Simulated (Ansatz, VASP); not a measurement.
# Al3Cl in VASP and in Ansatz

```
Al Cl
1.0
     3.01452    0.00000    0.00000
    -1.50726    2.61065    0.00000
     0.00000    0.00000    9.16800
Al Cl
3 1
Direct
  0.66667 0.33333 0.50000
  0.33333 0.66667 0.23656
  0.33333 0.66667 0.76344
  0.66667 0.33333 0.00000
```

Change from the starting cell: species swapped into the GaAg3 type (P-6m2, No. 187).

Alike in both runs: task relaxation of cell and atoms; functional PBE; k mesh 18 × 18 × 6; occupations gaussian, width 0.1 eV; no spin polarisation.

|  | VASP | Ansatz |
| --- | --- | --- |
| version | VASP 6.6.1 | Ansatz 0.2.0 |
| potentials or method | VASP PAW PBE potentials, release 64 (Al, Cl), cutoff 600 eV | scalar-relativistic, plane waves, PAW |
| valence electrons in the cell | 16 | 16 |

VASP gave:

```
gap on the k mesh at the Fermi level, each at its own relaxed structure (eV) : none
relaxed volume (Å³/atom)                                                     : 18.02
relaxed cell length with the largest relative difference (Å)                 : 8.736
```

Question: Estimate Ansatz's values.

Answer: gap on the k mesh at the Fermi level, each at its own relaxed structure (eV): none; relaxed volume (Å³/atom): 18.03; relaxed cell length with the largest relative difference (Å): 8.730.

A gap of «none» marks a metal or a gap that the smearing closes.
